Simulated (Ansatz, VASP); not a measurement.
Given: the input of a run of VASP 6.6.1 on Se.

Contents of INCAR:

```
SYSTEM = Se
PREC = Accurate
ENCUT = 520
EDIFF = 1E-7
ISMEAR = -1
SIGMA = 0.05
LREAL = .FALSE.
LASPH = .TRUE.
NELM = 80
ALGO = Normal
ISIF = 2
LWAVE = .FALSE.
LCHARG = .FALSE.
GGA = PE
NBANDS = 16
```

Contents of KPOINTS:

```
regular mesh
0
G
  7 7 6
  0 0 0
```

Contents of POSCAR:

```
Se
1.0
    4.2963091359      0.0000000000      0.0000000000
   -2.1481545680      3.7207128542      0.0000000000
    0.0000000000      0.0000000000      4.8825573405
Se
3
Direct
    0.7830000000      0.7830000000      0.5000000000
    0.0000000000      0.2170000000      0.8333333333
    0.2170000000      0.0000000000      0.1666666667
```

Potentials or basis: VASP PAW PBE potentials, release 64 (Se).

Launch:

```console
$ cat potpaw_PBE.64/Se/POTCAR > POTCAR
$ mpirun -np 1 vasp_std > vasp.out
```

Question: Set up the same calculation for Ansatz 0.2.0. Potentials there: all-electron LAPW, scalar-relativistic.

Answer: As run (the cutoff follows the program's own potentials):

input.yaml

```yaml
crystal:
  lattice:
    - [4.2963091359, 0.0, 0.0]
    - [-2.148154568, 3.7207128542, 0.0]
    - [0.0, 0.0, 4.8825573405]
  atoms:
    - { symbol: Se, position: [0.783, 0.783, 0.5] }
    - { symbol: Se, position: [0.0, 0.217, 0.8333333333] }
    - { symbol: Se, position: [0.217, 0.0, 0.1666666667] }
kpoints:
  mp_grid: { grid: [7, 7, 6] }
scf:
  occupations: { method: fermi_dirac, width: 0.05 }
hamiltonian:
  xc: pbe
  pseudopotentials: { kind: all_electron, lapw: { basis_error: 0.001 } }
output:
  forces: true
  stress: true
  eigenvalues: true
```

Potentials or basis: all-electron LAPW, scalar-relativistic.

Run with:

```sh
$ ansatz run input.yaml --threads 2 --pin off --max-ram 6144MiB --backend cpu --events-out ev --progress --plain --runs-dir out
```

Both were run:

|  | VASP | Ansatz | Ansatz less VASP |
| --- | --- | --- | --- |
| gap on the k mesh at the Fermi level (eV) | 1.20 | 1.22 | +0.027 |
| least direct gap on the mesh (eV) | 1.42 | 1.45 | +0.029 |
| pressure (GPa) | 8.8 | 8.6 | -0.24 |
| traceless stress, the component that is largest in VASP (GPa) | 3.22 | 3.12 | -0.105 |
| rms of the force components (eV/Å) | 0.998 | 0.962 | -0.0357 |

Atom by atom the forces differ by 0.036 eV/Å (rms over components). Ansatz ran all-electron here, and VASP with PAW potentials.
